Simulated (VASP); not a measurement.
A run of VASP 6.6.1:

INCAR

```
ALGO     = Normal         # electronic algorithm
EDIFF    = 1E-6           # SCF threshold, eV
ENCUT    = 500            # plane-wave cutoff, eV
GGA      = PE             # functional
GGA_COMPAT= False        
ISIF     = 2              # what is computed and relaxed
ISMEAR   = 0              # smearing method
LASPH    = True           # aspherical terms in the spheres
LCHARG   = False          # write CHGCAR
LREAL    = False          # projectors in reciprocal space
LWAVE    = False          # write WAVECAR
NBANDS   = 15             # bands
NELM     = 120            # most SCF steps
PREC     = Accurate       # precision mode
SIGMA    = 0.023          # smearing width, eV
```

The input KPOINTS:

```
k-points
0
Gamma
  7 7 7
```

The input POSCAR:

```
BaS
1.0
    0.0000000000      3.1937500000      3.1937500000
    3.1937500000      0.0000000000      3.1937500000
    3.1937500000      3.1937500000      0.0000000000
Ba S
1 1
Direct
    0.0000000000      0.0000000000      0.0000000000
    0.5000000000      0.5000000000      0.5000000000
```

Potentials or basis: VASP PAW PBE potentials, release 64 (Ba_sv, S).

Command:

```console
$ cat potpaw_PBE.64/Ba_sv/POTCAR potpaw_PBE.64/S/POTCAR > POTCAR
$ mpirun -np 1 vasp_std > vasp.out
```

Hardware: 1 thread of Intel(R) Xeon(R) Platinum 8259CL CPU @ 2.50GHz (Skylake/Cascade Lake) (shared host).

Task: How long does it take, and how much memory?

Result: It took 17 s on 1 thread of Intel(R) Xeon(R) Platinum 8259CL CPU @ 2.50GHz (Skylake/Cascade Lake) (shared host), peak memory 0.2 GiB. Counts: scf iterations 13, k points 20.
